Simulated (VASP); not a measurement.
## HfC: single point with PBEsol

The system is HfC.

```xyz
2
Lattice="0.0232 2.3366 2.3366 2.3366 0.0232 2.3366 2.3366 2.3366 0.0232" Properties=species:S:1:pos:R:3 pbc="T T T"
Hf    2.3483    2.3483    2.3483
C     0.0000    0.0000    0.0000
```

This cell differs from its parent crystal: equal xy, yz and zx shear strains of +1 %.

```yaml
Program: VASP 6.6.1
Task: single point
Functional: PBEsol
Potentials_or_basis: VASP PAW PBE potentials, release 64 (Hf_pv, C)
Cutoff: 520 eV
k_mesh: 15 × 15 × 15
Occupations: fermi-dirac, width 0.05 eV
Spin: no spin polarisation
Dipole_correction: no
Further_INCAR_settings: ALGO = Normal; EDIFF = 1e-06; NBANDS = 14
```

- Pressure: -7.0 GPa
- Band gap on the k mesh: zero (bands 7 and 8 overlap by 1.43 eV)

Stress tensor (GPa, compression positive):
```
-6.99 -1.68 -1.68
-1.68 -6.99 -1.68
-1.68 -1.68 -6.99
```

Levels at points of the mesh, in eV from the Fermi level:
```
           k point  band 4  band 5  band 6  band 7  band 8  band 9  band 10  band 11
(0.00, 0.00, 0.00)  -12.26    0.99    1.09    1.09    1.23    1.44     1.44     3.40
```

Run time: 3.3 min on 1 thread of Intel Xeon 8259CL (shared host), peak memory 0.26 GiB.

Caveat: the cell differs from its parent crystal (equal xy, yz and zx shear strains of +1 %); the cell stands under tension; the PAW data sets were made with another functional, which shifts forces and pressure a little; spin-orbit coupling is left out, which moves the levels of the heavy elements.
